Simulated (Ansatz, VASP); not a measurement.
# TePb4Se3: VASP beside Ansatz

Contents of INCAR:

```
SYSTEM = TePb4Se3
ALGO = Normal
EDIFF = 1E-7
ENCUT = 520
GGA = PE
ISIF = 2
ISMEAR = 0
LASPH = .TRUE.
LCHARG = .FALSE.
LREAL = .FALSE.
LWAVE = .FALSE.
NBANDS = 50
NELM = 100
PREC = Accurate
SIGMA = 0.1
```

File KPOINTS:

```
k-points
0
G
  4 4 4
  0 0 0
```

The input POSCAR:

```
TePb4Se3
1.0
   -3.1607114000      3.1607114000      6.3037187000
    3.1607114000     -3.1607114000      6.3037187000
    3.1607114000      3.1607114000     -6.3037187000
Te Pb Se
1 4 3
Direct
    0.5000000000      0.5000000000      0.0000000000
    0.0000000000      0.5000000000      0.5000000000
    0.7583580000      0.7583580000      0.0000000000
    0.5000000000      0.0000000000      0.5000000000
    0.2416420000      0.2416420000      0.0000000000
    0.7500000000      0.2500000000      0.5000000000
    0.2500000000      0.7500000000      0.5000000000
    0.0000000000      0.0000000000      0.0000000000
```

Input for Ansatz:

```yaml
crystal:
  lattice:
    - [-3.1607114, 3.1607114, 6.3037187]
    - [3.1607114, -3.1607114, 6.3037187]
    - [3.1607114, 3.1607114, -6.3037187]
  atoms:
    - { symbol: Te, position: [0.5, 0.5, 0.0] }
    - { symbol: Pb, position: [0.0, 0.5, 0.5] }
    - { symbol: Pb, position: [0.758358, 0.758358, 0.0] }
    - { symbol: Pb, position: [0.5, 0.0, 0.5] }
    - { symbol: Pb, position: [0.241642, 0.241642, 0.0] }
    - { symbol: Se, position: [0.75, 0.25, 0.5] }
    - { symbol: Se, position: [0.25, 0.75, 0.5] }
    - { symbol: Se, position: [0.0, 0.0, 0.0] }
basis:
  ecutwfc: 420
kpoints:
  mp_grid: { grid: [4, 4, 4] }
hamiltonian:
  xc: pbe
scf:
  occupations: { method: gaussian, width: 0.1 }
  lower_state_search: "off"
output:
  forces: true
  stress: true
  eigenvalues: true
```

Alike in both runs: task single point; functional PBE; k mesh 4 × 4 × 4; occupations gaussian, width 0.1 eV; no spin polarisation.

|  | VASP | Ansatz |
| --- | --- | --- |
| version | VASP 6.6.1 | Ansatz 0.2.0 |
| potentials or method | VASP PAW PBE potentials, release 64 (Te, Pb_d, Se), cutoff 520 eV | scalar-relativistic, plane waves, PAW |
| valence electrons in the cell | 80 | 120 |

|  | VASP | Ansatz | Ansatz less VASP |
| --- | --- | --- | --- |
| gap on the k mesh at the Fermi level (eV) | 0.29 | 0.29 | -0.004 |
| least direct gap on the mesh (eV) | 0.29 | 0.29 | -0.004 |
| pressure (GPa) | 0.0 | 0.0 | +0.03 |
| traceless stress, the component that is largest in VASP (GPa) | -0.23 | -0.23 | -0.002 |

The functional is the same, so the differences come from potentials, cutoffs and numerics. VASP's potentials hold 80 valence electrons a cell and Ansatz's 120, so a difference there can come from the potentials and not from the codes.

Spin-orbit coupling is off throughout.
